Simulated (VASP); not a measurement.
AlRu: single point with PBE

AlRu, a wire with vacuum:

```
Al Ru
1.0
    15.00000    0.00000    0.00000
     0.00000   15.30000    0.00000
     0.00000    0.00000    3.00408
Al Ru
6 6
Cartesian
  5.9980 4.6459 0.0000
  5.9980 7.6500 0.0000
  5.9980 10.6541 0.0000
  9.0020 4.6459 0.0000
  9.0020 7.6500 0.0000
  9.0020 10.6541 0.0000
  4.4959 6.1480 1.5020
  4.4959 9.1520 1.5020
  7.5000 6.1480 1.5020
  7.5000 9.1520 1.5020
  10.5041 6.1480 1.5020
  10.5041 9.1520 1.5020
```

```
Program                : VASP 6.6.1
Task                   : single point
Functional             : PBE
Potentials or basis    : VASP PAW PBE potentials, release 64 (Al, Ru_pv)
Cutoff                 : 520 eV
k mesh                 : 1 × 1 × 18
Occupations            : gaussian, width 0.05 eV
Spin                   : no spin polarisation
Dipole correction      : no
Further INCAR settings : ALGO = Normal; EDIFF = 1e-06; NBANDS = 63
```

| Item | Value |
| --- | --- |
| Largest force | 1.328 eV/Å |
| Band gap on the k mesh | zero (bands 51 and 52 overlap by 0.63 eV) |

Forces in eV/Å, atoms in the order of the input:
```
Al  -0.412  1.262  0.000
Al  -0.434  0.000  0.000
Al  -0.412 -1.262  0.000
Al   0.412  1.262  0.000
Al   0.434  0.000  0.000
Al   0.412 -1.262  0.000
Ru   1.182  0.302  0.000
Ru   1.182 -0.302  0.000
Ru   0.000 -1.232  0.000
Ru   0.000  1.232  0.000
Ru  -1.182  0.302  0.000
Ru  -1.182 -0.302  0.000
```

Levels at points of the mesh, in eV from the Fermi level:
```csv
k point,band 48,band 49,band 50,band 51,band 52,band 53,band 54,band 55
"(0.00, 0.00, 0.00)",-0.35,-0.33,-0.24,-0.09,0.20,0.21,0.23,0.26
"(0.00, 0.00, 0.50)",0.13,0.23,0.32,0.44,0.86,1.03,1.10,1.17
```

It took 19 min on 1 thread of AMD EPYC 7R43 64-Core Processor (Zen 3), on a shared host, peak memory 0.76 GiB.
